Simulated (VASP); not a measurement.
Write the native input for VASP 6.6.1 that does the following.

```yaml
Task: relaxation of cell and atoms
Functional: PBE
Potentials_or_basis: VASP PAW PBE potentials, release 64 (Te, Pd)
Cutoff: 600 eV
k_mesh: 8 × 8 × 8
Occupations: gaussian, width 0.1 eV
Spin: no spin polarisation
Dipole_correction: no
Further_INCAR_settings: ALGO = Normal; EDIFF = 1e-06; IBRION = 2; EDIFFG = -0.01; NSW = 100; ISIF = 3
```

The structure of Te5Pd lies in POSCAR:

```
Te5Pd
1.0
    0.0000000000      4.4274489309      4.4274489309
    4.4274489309      0.0000000000      4.4274489309
    4.4274489309      4.4274489309      0.0000000000
Te Pd
5 1
Direct
    0.3750123325      0.3750123325      0.8749630026
    0.3750123325      0.8749630026      0.3750123325
    0.8749630026      0.3750123325      0.3750123325
    0.3750123325      0.3750123325      0.3750123325
    0.7500000000      0.7500000000      0.7500000000
    0.0000000000      0.0000000000      0.0000000000
```

The cell was built from a structure type or drawn by symmetry, and may not be a known phase.

One way to write it, as run:

INCAR

```
SYSTEM = Te5Pd
PREC = Accurate ; ENCUT = 600
EDIFF = 1E-6 ; ISMEAR = 0
SIGMA = 0.1 ; LREAL = .FALSE.
LASPH = .TRUE. ; NELM = 60
ALGO = Normal ; ISIF = 3
LWAVE = .FALSE. ; LCHARG = .FALSE.
GGA = PE ; IBRION = 2
NSW = 100 ; EDIFFG = -0.01
```

KPOINTS

```
regular mesh
0
G
  8 8 8
  0 0 0
```

Potentials or basis: VASP PAW PBE potentials, release 64 (Te, Pd).

Command:

```sh
$ cat potpaw_PBE.64/Te/POTCAR potpaw_PBE.64/Pd/POTCAR > POTCAR
$ mpirun -np 1 vasp_std > vasp.out
```

It gave:

```yaml
Relaxed_volume: 28.85 Å³/atom
Relaxed_cell: a = 6.256 Å, b = 6.256 Å, c = 6.256 Å, α = 60.00°, β = 60.00°, γ = 60.00°
Space_group_after_relaxing_to_0.1_Å: F-43m (No. 216)
Energy_gained_by_relaxing: 0.0 meV/atom
Ionic_steps: 2
Pressure_after_relaxing: 0.0 GPa
Band_gap_on_the_k_mesh: zero (bands 20 and 21 overlap by 1.03 eV)
```

Caveat: spin-orbit coupling is left out, which moves the levels of the heavy elements.

Wall time 3.2 min on 1 thread of Intel(R) Xeon(R) 6975P-C (Granite Rapids) (shared host), peak memory 0.44 GiB.
